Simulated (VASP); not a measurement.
## MgS: single point with PBEsol

MgS:

```xyz
2
Lattice="0.0000 2.5236 2.6797 2.5236 0.0000 2.6797 2.5236 2.5236 0.0000" Properties=species:S:1:pos:R:3 pbc="T T T"
Mg    0.0000    0.0000    0.0000
S     2.5236    2.5236    2.6797
```

This cell differs from its parent crystal: strain -0.030 along x and y, +0.030 along z.

```
Program             : VASP 6.6.1
Task                : single point
Functional          : PBEsol
Potentials or basis : VASP PAW PBE potentials, release 64 (Mg, S)
Cutoff              : 520 eV
k mesh              : 8 × 8 × 8
Occupations         : gaussian, width 0.05 eV
Spin                : no spin polarisation
```

The pressure is 2.0 GPa. The band gap on the k mesh is 2.54 eV, indirect (least direct gap 3.69 eV).

Stress tensor (GPa, compression positive):
```
 4.26  0.00  0.00
 0.00  4.26  0.00
 0.00  0.00 -2.63
```

Levels at points of the mesh, in eV from the valence-band top:
| k point | band 1 | band 2 | band 3 | band 4 | band 5 | band 6 | band 7 | band 8 |
| --- | --- | --- | --- | --- | --- | --- | --- | --- |
| (0.00, 0.00, 0.00) | -13.02 | -0.22 | -0.22 | 0.00 | 3.69 | 7.29 | 7.93 | 7.93 |
| (0.50, 0.00, 0.00) | -11.61 | -5.21 | -0.89 | -0.69 | 4.25 | 6.49 | 7.06 | 10.28 |
| (0.50, 0.50, 0.00) | -11.38 | -4.62 | -1.73 | -1.73 | 2.90 | 4.15 | 11.62 | 12.69 |
| (0.50, 0.00, 0.50) | -11.12 | -4.55 | -2.27 | -1.75 | 2.54 | 3.95 | 12.21 | 12.49 |

It took 16 s on 1 thread of Intel Xeon 6975P-C, on a shared host, peak memory 0.17 GiB.

Caveat: the cell differs from its parent crystal (strain -0.030 along x and y, +0.030 along z); the PAW data sets were made with another functional, which shifts forces and pressure a little. A k mesh can miss the band edges.
